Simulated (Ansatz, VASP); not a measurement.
**One calculation of Ti, two programs**

File POSCAR:

```
Ti
1.0
    3.1542360486      0.0000000000      0.0000000000
    0.0000000000      3.1542360486      0.0000000000
    0.0000000000      0.0000000000      3.1542360486
Ti
2
Direct
    0.0000000000      0.0000000000      0.0000000000
    0.5000000000      0.5000000000      0.5000000000
```

The input INCAR.step1:

```
PREC = Accurate
ENCUT = 520
ISMEAR = 0
SIGMA = 0.1
LREAL = F
LASPH = T
NELM = 60
NBANDS = 19
GGA = PE
ALGO = Normal
EDIFF = 1E-4
LWAVE = T
LCHARG = F
```

File INCAR.step2:

```
PREC = Accurate
ENCUT = 520
EDIFF = 1E-6
ISMEAR = 0
SIGMA = 0.1
LREAL = F
LASPH = T
NELM = 60
ALGO = Normal
ISIF = 2
LWAVE = F
LCHARG = T
METAGGA = R2SCAN
LMIXTAU = T
LELF = T
LVHAR = T
NBANDS = 19
ISTART = 1
```

KPOINTS

```
Automatic mesh
0
Gamma
  16 16 16
```

Input for Ansatz:

```yaml
crystal:
  lattice:
    - [3.1542360486, 0.0, 0.0]
    - [0.0, 3.1542360486, 0.0]
    - [0.0, 0.0, 3.1542360486]
  atoms:
    - { symbol: Ti, position: [0.0, 0.0, 0.0] }
    - { symbol: Ti, position: [0.5, 0.5, 0.5] }
basis:
  ecutwfc: 500
kpoints:
  mp_grid: { grid: [16, 16, 16] }
hamiltonian:
  xc: r2scan
scf:
  occupations: { method: gaussian, width: 0.1 }
output:
  forces: true
  stress: true
  eigenvalues: true
```

Change from the starting cell: equal strain along all axes, cell held, atoms relaxed: -3.0 %.

Alike in both runs: task single point; functional r2SCAN; k mesh 16 × 16 × 16; occupations gaussian, width 0.1 eV; no spin polarisation.

```csv
,VASP,Ansatz
version,VASP 6.6.1,Ansatz 0.2.0
potentials or method,"VASP PAW PBE potentials, release 64 (Ti_sv), cutoff 520 eV","scalar-relativistic, plane waves, PAW"
valence electrons in the cell,24,24
```

```tsv
	VASP	Ansatz	Ansatz less VASP
gap on the k mesh at the Fermi level (eV)	none	none	-
pressure (GPa)	12.3	11.8	-0.55
```

VASP's potentials were made for PBE, not for r2SCAN. A gap of «none» marks a metal or a gap that the smearing closes. The functional is the same, so the differences come from potentials, cutoffs and numerics.
